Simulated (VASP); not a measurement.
# AlP (F-43m) in VASP: notebook

Runs on AlP. Level: PBE. Tasks: single point, relaxation of cell and atoms.

All numbers are computed with VASP 6.6.1; they aren't measurements. Logs are shortened: lines on timing, memory, paths and dates and some standing lists are left out, and cuts for length are marked.

## 1. The cell of the first run

It takes space group F-43m (No. 216, cubic). The conventional cell has a = 5.203 Å, b = 5.203 Å, c = 5.203 Å, α = 90.00°, β = 90.00°, γ = 90.00°. Within 3.0 Å of Al (site symmetry -43m) lie 4 P at 2.25 Å. P (site symmetry -43m) has 4 Al at 2.25 Å within 3.0 Å.

## 2. Single point, PBE

INCAR

```
PREC = Accurate ; ENCUT = 500
EDIFF = 1E-6 ; ISMEAR = 0
SIGMA = 0.01 ; LREAL = False
LASPH = True ; NELM = 120
ALGO = Normal ; ISIF = 2
LWAVE = False ; LCHARG = True
GGA = PE ; LELF = True
LVHAR = True ; NBANDS = 11
GGA_COMPAT = False
```

KPOINTS

```
regular mesh
0
Gamma
  10 10 10
```

POSCAR

```
AlP
1.0
    0.0000000000      2.6016099456      2.6016099456
    2.6016099456      0.0000000000      2.6016099456
    2.6016099456      2.6016099456      0.0000000000
Al P
1 1
Direct
    0.0000000000      0.0000000000      0.0000000000
    0.7500000000      0.7500000000      0.7500000000
```

Potentials or basis: VASP PAW PBE potentials, release 64 (Al, P).

Started as:

```bash
$ cat potpaw_PBE.64/Al/POTCAR potpaw_PBE.64/P/POTCAR > POTCAR
$ mpirun -np 1 vasp_std > vasp.out
```

OUTCAR:

```text
PREC = Accurate
   ENCUT = 500
   EDIFF = 1E-6
   ISMEAR = 0
   LREAL = False
   LASPH = True
   NELM = 120
   ISIF = 2
   GGA = PE

 ion  position               nearest neighbor table
   1  0.000  0.000  0.000-   2 2.25   2 2.25   2 2.25   2 2.25
   2  0.750  0.750  0.750-   1 2.25   1 2.25   1 2.25   1 2.25

  LATTYP: Found a face centered cubic cell.
 ALAT       =     5.2032198912

  Lattice vectors:

 A1 = (   0.0000000000,   2.6016099456,   2.6016099456)
 A2 = (   2.6016099456,   0.0000000000,   2.6016099456)
 A3 = (   2.6016099456,   2.6016099456,   0.0000000000)

Analysis of symmetry for initial positions (statically):
=====================================================================
 Subroutine PRICEL returns:
 Original cell was already a primitive cell.

 Routine SETGRP: Setting up the symmetry group for a
 face centered cubic supercell.

 Subroutine GETGRP returns: Found 24 space group operations
 (whereof 24 operations were pure point group operations)
 out of a pool of 48 trial point group operations.

The static configuration has the point symmetry T_d .

Analysis of symmetry for dynamics (positions and initial velocities):
=====================================================================
 Subroutine PRICEL returns:
 Original cell was already a primitive cell.

 Routine SETGRP: Setting up the symmetry group for a
 face centered cubic supercell.

 Subroutine GETGRP returns: Found 24 space group operations
 (whereof 24 operations were pure point group operations)
 out of a pool of 48 trial point group operations.

The dynamic configuration has the point symmetry T_d .

 Subroutine INISYM returns: Found 24 space group operations
 (whereof 24 operations are pure point group operations),
 and found     1 'primitive' translations

----------------------------------------------------------------------------------------

                                     Primitive cell

  volume of cell :      35.2173

  direct lattice vectors                    reciprocal lattice vectors
     0.000000000  2.601609946  2.601609946    -0.192188687  0.192188687  0.192188687
     2.601609946  0.000000000  2.601609946     0.192188687 -0.192188687  0.192188687
     2.601609946  2.601609946  0.000000000     0.192188687  0.192188687 -0.192188687

  length of vectors
     3.679232069  3.679232069  3.679232069     0.332880571  0.332880571  0.332880571

  position of ions in fractional coordinates (direct lattice)
     0.000000000  0.000000000  0.000000000
     0.750000000  0.750000000  0.750000000

  ion indices of the primitive-cell ions
   primitive index   ion index
                 1           1
                 2           2

----------------------------------------------------------------------------------------

 KPOINTS: regular mesh

Automatic generation of k-mesh.
 Grid dimensions read from file:
 generate k-points for:   10   10   10

 Generating k-lattice:

  Cartesian coordinates                     Fractional coordinates (reciprocal lattice)
    -0.019218869  0.019218869  0.019218869     0.100000000  0.000000000  0.000000000
     0.019218869 -0.019218869  0.019218869     0.000000000  0.100000000  0.000000000
     0.019218869  0.019218869 -0.019218869     0.000000000  0.000000000  0.100000000

  Length of vectors
     0.033288057  0.033288057  0.033288057

  Shift w.r.t. Gamma in fractional coordinates (k-lattice)
     0.000000000  0.000000000  0.000000000

 Subroutine IBZKPT returns following result:
 ===========================================

 Found     47 irreducible k-points:

 Following reciprocal coordinates:
            Coordinates               Weight
  0.000000  0.000000  0.000000      1.000000
  0.100000  0.000000  0.000000      8.000000
  0.200000  0.000000  0.000000      8.000000
  0.300000  0.000000  0.000000      8.000000
  0.400000  0.000000  0.000000      8.000000
  0.500000  0.000000  0.000000      4.000000
[... 16 lines left out ...]
  0.300000  0.300000  0.000000      6.000000
  0.400000  0.300000  0.000000     24.000000
 [... further k-points ...]
   k-points           NKPTS =     47   k-points in BZ     NKDIM =     47   number of bands    NBANDS=     11
   number of dos      NEDOS =    301   number of ions     NIONS =      2
   total plane-waves  NPLWV =  21952
   dimension x,y,z NGX =    28 NGY =   28 NGZ =   28
   dimension x,y,z NGXF=    56 NGYF=   56 NGZF=   56
   ions per type =               1   1
   NGX,Y,Z   is equivalent  to a cutoff of  12.65, 12.65, 12.65 a.u.
   NGXF,Y,Z  is equivalent  to a cutoff of  25.30, 25.30, 25.30 a.u.
 SYSTEM =  unknown system
   PREC   = accura    normal or accurate (medium, high low for compatibility)
   ISTART =      0    job   : 0-new  1-cont  2-samecut
   ICHARG =      2    charge: 1-file 2-atom 10-const
   ISPIN  =      1    spin polarized calculation?
   LNONCOLLINEAR =      F non collinear calculations
   LSORBIT =      F    spin-orbit coupling
   LASPH  =      T    aspherical Exc in radial PAW
   ENCUT  =  500.0 eV  36.75 Ry    6.06 a.u.   6.71  6.71  6.71*2*pi/ulx,y,z
   NELM   =    120;   NELMIN=  2; NELMDL= -5     # of ELM steps
   EDIFF  = 0.1E-05   stopping-criterion for ELM
   LREAL  =      F    real-space projection
   EDIFFG = 0.1E-04   stopping-criterion for IOM
   NSW    =      0    number of steps for IOM
   IBRION =     -1    ionic relax: 0-MD 1-quasi-New 2-CG
   NFREE  =      0    steps in history (QN), initial steepest desc. (CG)
   ISIF   =      2    stress and relaxation
   ISYM   =      2    0-nonsym 1-usesym 2-fastsym
   POTIM  = 0.5000    time-step for ionic-motion
   TEBEG  =    0.0;   TEEND  =   0.0 temperature during run
   PSTRESS=    0.0 pullay stress
   NELECT =       8.0000    total number of electrons
   NUPDOWN=      -1.0000    fix difference up-down
   EMIN   =  10.00;   EMAX   =-10.00  energy-range for DOS
   EFERMI =   0.00;   METHOD = LEGACY
   ISMEAR =     0;   SIGMA  =   0.01  broadening in eV -4-tet -1-fermi 0-gaus
   EFERMI_NEDOS =   21; number of points for ismear=-14 and -15
   IALGO  =     38    algorithm
   IMIX   =      4    mixing-type and parameters
     AMIX     =   0.40;   BMIX     =  1.00
     AMIX_MAG =   1.60;   BMIX_MAG =  1.00
  volume/ion in A,a.u.               =      17.61       118.83
  Fermi-wavevector in a.u.,A,eV,Ry     =   0.998894  1.887636 13.575741  0.997789
  Thomas-Fermi vector in A             =   2.131148
   LORBIT       =      0    0 simple, 1 ext, 2 COOP (PROOUT), +10 PAW based schemes
   GGA     = PE    functional components
   LHFCALC =     F    Hartree Fock is set to
   AEXX    =    0.0000 exact exchange contribution
   IVDW    =     0    specifies the selected vdW correction
   LEPSILON=     F    determine dielectric tensor
   LRPA    =     F    only Hartree local field effects (RPA)
 non-spin polarized calculation
 Gauss-broadening in eV      SIGMA  =   0.01
  energy-cutoff  :      500.00
  volume of cell :       35.22
 maximum number of plane-waves:       914
   NGX = 13   NGY = 13   NGZ = 13

 number of electron       8.0000001 magnetization

 Free energy of the ion-electron system (eV)
  ---------------------------------------------------
  ext. energy  EPLUGINS =         0.00000000
  ---------------------------------------------------
  free energy    TOTEN  =       -10.02788664 eV

  energy without entropy =      -10.02788664  energy(sigma->0) =      -10.02788664

 E-fermi :   6.0505     XC(G=0):  -9.7830

 val. band max:        5.9975188093   @ k =   0.0000   0.0000   0.0000
 cond. band min:       7.2493124755   @ k =   0.5000   0.5000   0.0000
 fundamental gap:      1.2517936662
 Fermi energy:         6.0505204065

 k-point     1 :       0.0000    0.0000    0.0000
  band No.  band energies     occupation
      1      -6.4017      2.00000
      2       5.9975      2.00000
      3       5.9975      2.00000
      4       5.9975      2.00000
      5      10.5748      0.00000
      6      10.7524      0.00000
      7      10.7524      0.00000
      8      10.7524      0.00000
      9      14.9823      0.00000
     10      14.9823      0.00000
     11      17.3653      0.00000

 k-point     2 :       0.1000    0.0000    0.0000
  band No.  band energies     occupation
      1      -6.2718      2.00000
      2       5.1053      2.00000
      3       5.8846      2.00000
      4       5.8846      2.00000
      5      10.4992      0.00000
      6      10.9748      0.00000
      7      10.9748      0.00000
      8      11.5155      0.00000
      9      14.5799      0.00000
     10      14.5799      0.00000
     11      17.7664      0.00000

 k-point     3 :       0.2000    0.0000    0.0000
  band No.  band energies     occupation
      1      -5.8938      2.00000
      2       3.4088      2.00000
      3       5.6326      2.00000
      4       5.6326      2.00000
      5      10.0896      0.00000
      6      11.3268      0.00000
      7      11.3268      0.00000
      8      13.1537      0.00000
      9      14.2607      0.00000
     10      14.2607      0.00000
     11      17.2625      0.00000

 k-point     4 :       0.3000    0.0000    0.0000
  band No.  band energies     occupation
      1      -5.3141      2.00000
      2       1.7083      2.00000
      3       5.3807      2.00000
      4       5.3807      2.00000
      5       9.6988      0.00000
      6      11.2401      0.00000
      7      11.2401      0.00000
      8      14.4680      0.00000
      9      14.9886      0.00000
     10      14.9886      0.00000
     11      17.0509      0.00000
[... 239 lines left out ...]
 k-point    22 :      -0.2000    0.2000    0.0000
  band No.  band energies     occupation
      1      -5.1156      2.00000
      2       2.0756      2.00000
      3       3.5252      2.00000
      4       5.4564      2.00000
      5      10.5850      0.00000
      6      11.7588      0.00000
      7      11.9194      0.00000
      8      12.9203      0.00000
      9      13.2172      0.00000
     10      18.0685      0.00000
     11      19.4792      0.00000

 k-point    23 :       0.3000    0.3000    0.0000
  band No.  band energies     occupation
      1      -4.9345      2.00000
      2       2.2400      2.00000
      3       4.1854      2.00000
      4       4.1854      2.00000
      5       8.3722      0.00000
      6       9.4554      0.00000
      7      14.5263      0.00000
      8      14.5263      0.00000
      9      16.3624      0.00000
     10      16.8457      0.00000
     11      21.3485      0.00000

 k-point    24 :       0.4000    0.3000    0.0000
  band No.  band energies     occupation
      1      -4.4231      2.00000
      2       1.4018      2.00000
      3       3.6040      2.00000
      4       3.9919      2.00000
      5       8.2379      0.00000
      6       9.4353      0.00000
      7      14.7859      0.00000
      8      14.8153      0.00000
      9      18.0081      0.00000
     10      18.0189      0.00000
     11      20.6601      0.00000

 [... further k-points ...]
[... 5 lines left out ...]
  --------------------------------------------------------------------------------------
  -------------------------------------------------------------------------------------
  Total        4.3600755      4.3600755      4.3600755     -0.0000000     -0.0000000      0.0000000
  in kB      198.3572339    198.3572339    198.3572339     -0.0000000     -0.0000000      0.0000000
  external PRESSURE =     198.3572339 kB  Pullay stress =       0.0000000 kB

 VOLUME and BASIS-vectors are now :
 -----------------------------------------------------------------------------
  energy-cutoff  :      500.00
  volume of cell :       35.22
      direct lattice vectors                 reciprocal lattice vectors
     0.000000000  2.601609946  2.601609946    -0.192188687  0.192188687  0.192188687
     2.601609946  0.000000000  2.601609946     0.192188687 -0.192188687  0.192188687
     2.601609946  2.601609946  0.000000000     0.192188687  0.192188687 -0.192188687

 POSITION                                       TOTAL-FORCE (eV/Angst)
 -----------------------------------------------------------------------------------
      0.00000      0.00000      0.00000        -0.000000     -0.000000      0.000000
      3.90241      3.90241      3.90241         0.000000      0.000000      0.000000
 -----------------------------------------------------------------------------------
    total drift:                               -0.000000     -0.000000     -0.000000

  FREE ENERGIE OF THE ION-ELECTRON SYSTEM (eV)
  ---------------------------------------------------
  free  energy   TOTEN  =       -10.0278866449 eV

  energy  without entropy=      -10.0278866449  energy(sigma->0) =      -10.02788664
```

Wall time 7 s (1 thread of Intel Xeon 6975P-C (Granite Rapids), shared host); peak memory 0.15 GiB.

Results:

| Quantity | Value |
| --- | --- |
| Free energy | -10.0279 eV |
| Pressure | 19.8 GPa |
| Band gap on the k mesh | 1.25 eV, indirect (least direct gap 3.66 eV) |

A k mesh can miss the band edges. As with any semilocal functional, this PBE gap is likely too small.

## 3. Relaxation of cell and atoms, PBE, target pressure 20 GPa, at which the enthalpy is minimised

This run uses another cell than the first one, of 20.89 Å³/atom, 1.186 times its volume.

INCAR

```
PREC     = Accurate       # precision mode
ENCUT    = 500            # plane-wave cutoff, eV
EDIFF    = 1E-7           # SCF threshold, eV
ISMEAR   = 0              # smearing method
SIGMA    = 0.01           # smearing width, eV
LREAL    = F              # projectors in reciprocal space
LASPH    = T              # aspherical terms in the spheres
NELM     = 120            # most SCF steps
ALGO     = Normal         # electronic algorithm
ISIF     = 3              # what is computed and relaxed
LWAVE    = F              # write WAVECAR
LCHARG   = F              # write CHGCAR
GGA      = PE             # functional
IBRION   = 2              # ionic algorithm
NSW      = 80             # ionic steps
EDIFFG   = -0.001         # ionic threshold
PSTRESS  = 200.0        
GGA_COMPAT= F            
NELMIN   = 4
```

KPOINTS

```
regular mesh
0
Gamma
  8 8 8
```

POSCAR

```
AlP
1.0
    0.0000000000      2.7538855106      2.7538855106
    2.7538855106      0.0000000000      2.7538855106
    2.7538855106      2.7538855106      0.0000000000
Al P
1 1
Direct
    0.0000000000      0.0000000000      0.0000000000
    0.7500000000      0.7500000000      0.7500000000
```

Potentials or basis: VASP PAW PBE potentials, release 64 (Al, P).

Started as:

```bash
$ cat potpaw_PBE.64/Al/POTCAR potpaw_PBE.64/P/POTCAR > POTCAR
$ mpirun -np 1 vasp_std > vasp.out
```

Run time: 20 s. Hardware: 1 thread of Intel Xeon 6975P-C (Granite Rapids), shared host; peak memory 0.15 GiB.

Results (log left out):

```yaml
Free_energy: -10.0236 eV
Relaxed_volume: 17.59 Å³/atom
Relaxed_cell: a = 3.678 Å, b = 3.678 Å, c = 3.678 Å, α = 60.00°, β = 60.00°, γ = 60.00°
Space_group_after_relaxing_to_0.05_Å: F-43m (No. 216)
Energy_change_on_relaxing_the_enthalpy_is_what_falls: +176.6 meV/atom
Ionic_steps: 8
Pressure_after_relaxing: 20.0 GPa
Band_gap_on_the_k_mesh: 1.25 eV, indirect (least direct gap 3.66 eV)
```

The path:
| step | energy change (eV) | largest force (eV/Å) | pressure (GPa) | volume (Å³) |
| --- | --- | --- | --- | --- |
| 1 | 0.0000 | 0.0000 | -0.10 | 41.77 |
| 2 | 2.3254 | 0.0000 | 74.95 | 27.85 |
| 3 | 0.3090 | 0.0000 | 18.39 | 35.55 |
| 4 | 0.3447 | 0.0000 | 19.70 | 35.25 |
| 5 | 0.3600 | 0.0000 | 20.24 | 35.13 |
| 6 | 0.3449 | 0.0000 | 19.70 | 35.25 |
| 7 | 0.3534 | 0.0000 | 20.01 | 35.18 |
| 8 | 0.3531 | 0.0000 | 20.00 | 35.19 |

Final structure:
```yaml
crystal:
  lattice:
    - [0.00000, 2.60082, 2.60082]
    - [2.60082, 0.00000, 2.60082]
    - [2.60082, 2.60082, 0.00000]
  atoms:
    - { symbol: Al, position: [0.00000, 0.00000, 0.00000] }
    - { symbol: P, position: [0.75000, 0.75000, 0.75000] }
```

Levels at points of the mesh, in eV from the valence-band top:
```
           k point  band 2  band 3  band 4  band 5  band 6  band 7
(0.00, 0.00, 0.00)    0.00    0.00    0.00    4.59    4.76    4.76
(0.50, 0.00, 0.00)   -6.23   -0.85   -0.85    3.36    4.83    4.83
(0.50, 0.50, 0.00)   -5.84   -2.42   -2.42    1.25    2.38   12.30
```

Caveat: the cell is relaxed towards a set pressure, so the enthalpy falls and the energy may rise; the volume moved by over 15 % at a fixed basis, so the end points are rough. A k mesh can miss the band edges.

## 4. Relaxation of cell and atoms, PBE, target pressure 20 GPa, at which the enthalpy is minimised

INCAR

```
SYSTEM = AlP
ALGO = Normal
EDIFF = 1E-7
EDIFFG = -0.001
ENCUT = 500
GGA = PE
GGA_COMPAT = .False.
IBRION = 2
ISIF = 3
ISMEAR = 0
LASPH = .True.
LCHARG = .False.
LREAL = .False.
LWAVE = .False.
NELM = 120
NELMIN = 4
NSW = 80
PREC = Accurate
PSTRESS = 200.0
SIGMA = 0.01
```

KPOINTS

```
k-points
0
Gamma
  10 10 10
  0 0 0
```

POSCAR

```
AlP
1.0
    0.0000000000      2.6016099456      2.6016099456
    2.6016099456      0.0000000000      2.6016099456
    2.6016099456      2.6016099456      0.0000000000
Al P
1 1
Direct
    0.0000000000      0.0000000000      0.0000000000
    0.7500000000      0.7500000000      0.7500000000
```

Started as:

```bash
$ cat potpaw_PBE.64/Al/POTCAR potpaw_PBE.64/P/POTCAR > POTCAR
$ mpirun -np 1 vasp_std > vasp.out
```

Run time: 12 s. Hardware: 1 thread of Intel Xeon 6975P-C (Granite Rapids), shared host; peak memory 0.15 GiB.

The run converged. Its results:

```yaml
Free_energy: -10.0231 eV
Relaxed_volume: 17.59 Å³/atom
Relaxed_cell: a = 3.678 Å, b = 3.678 Å, c = 3.678 Å, α = 60.00°, β = 60.00°, γ = 60.00°
Space_group_after_relaxing_to_0.05_Å: F-43m (No. 216)
Energy_change_on_relaxing_the_enthalpy_is_what_falls: +2.4 meV/atom
Ionic_steps: 3
Pressure_after_relaxing: 20.0 GPa
Band_gap_on_the_k_mesh: 1.25 eV, indirect (least direct gap 3.66 eV)
```

The path:
| step | energy change (eV) | largest force (eV/Å) | pressure (GPa) | volume (Å³) |
| --- | --- | --- | --- | --- |
| 1 | 0.0000 | 0.0000 | 19.84 | 35.22 |
| 2 | 0.0115 | 0.0000 | 20.25 | 35.13 |
| 3 | 0.0048 | 0.0000 | 20.01 | 35.18 |

Final structure:
```
Al P
1.0
     0.00000    2.60067    2.60067
     2.60067    0.00000    2.60067
     2.60067    2.60067    0.00000
Al P
1 1
Direct
  0.00000 0.00000 0.00000
  0.75000 0.75000 0.75000
```

Levels at points of the mesh, in eV from the valence-band top:
| k point | band 2 | band 3 | band 4 | band 5 | band 6 | band 7 |
| --- | --- | --- | --- | --- | --- | --- |
| (0.00, 0.00, 0.00) | 0.00 | 0.00 | 0.00 | 4.59 | 4.76 | 4.76 |
| (0.50, 0.00, 0.00) | -6.23 | -0.85 | -0.85 | 3.36 | 4.83 | 4.83 |
| (0.50, 0.50, 0.00) | -5.84 | -2.42 | -2.42 | 1.25 | 2.38 | 12.30 |

Caveat: the cell is relaxed towards a set pressure, so the enthalpy falls and the energy may rise. A k mesh can miss the band edges.

## 5. The runs side by side

| task | cell | k mesh | gap on the mesh (eV) | pressure (GPa) |
| --- | --- | --- | --- | --- |
| single point | a = 3.679 Å, angles 60.0°, 2 atoms | 10 × 10 × 10 | 1.25 | 19.8 |
| relaxation of cell and atoms | relaxed to 20 GPa from a = 3.895 Å, angles 60.0°, 2 atoms | 8 × 8 × 8 | 1.25 | 20.0 |
| relaxation of cell and atoms | relaxed to 20 GPa from a = 3.679 Å, angles 60.0°, 2 atoms | 10 × 10 × 10 | 1.25 | 20.0 |

Alike in all rows: level PBE; potentials or basis VASP PAW PBE potentials, release 64 (Al, P); no spin polarisation; cutoff (eV) 500; smearing gaussian 0.01 eV.

Caveats: the cell is relaxed towards a set pressure, so the enthalpy falls and the energy may rise (some runs); the volume moved by over 15 % at a fixed basis, so the end points are rough (some runs).

Total energies depend on the potentials used, so only differences within one code and one set of settings carry meaning.
